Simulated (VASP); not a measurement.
Runs of VASP 6.6.1 on Zn. The structure is that of space group P6_3/mmc (No. 194), or close to it. The cells are those of the table. 

```tsv
cell	gap on the mesh (eV)	pressure (GPa)
a = 2.581, b = 2.581, c = 5.271 Å, angles 90.0, 90.0, 120.0°, 2 atoms	none	-2.0
a = 2.740, b = 2.740, c = 4.679 Å, angles 90.0, 90.0, 120.0°, 2 atoms	none	-5.9
a = 2.622, b = 2.622, c = 5.110 Å, angles 90.0, 90.0, 120.0°, 2 atoms	none	(a)
a = 2.871, b = 2.871, c = 4.263 Å, angles 90.0, 90.0, 120.0°, 2 atoms	none	-5.4
a = 2.813, b = 2.813, c = 4.439 Å, angles 90.0, 90.0, 120.0°, 2 atoms	none	-5.8
a = 2.701, b = 2.701, c = 4.814 Å, angles 90.0, 90.0, 120.0°, 2 atoms	none	-5.4
a = 2.508, b = 2.508, c = 5.586 Å, angles 90.0, 90.0, 120.0°, 2 atoms	none	(b)
a = 2.442, b = 2.442, c = 5.892 Å, angles 90.0, 90.0, 120.0°, 2 atoms	none	7.2
```

Alike in all rows: task single point; level PBEsol; potentials or basis VASP PAW PBE potentials, release 64 (Zn); no spin polarisation; k mesh 24 × 24 × 12; cutoff (eV) 520; smearing gaussian 0.15 eV.

Task: Fill in the values left out.

Result: (a) -3.6; (b) 2.0.

Caveats: the PAW data sets were made with another functional, which shifts forces and pressure a little; the cell stands under tension (at least some runs); the cell stands under pressure (at least some runs).

A gap of «none» marks levels without a gap at the run's occupations.
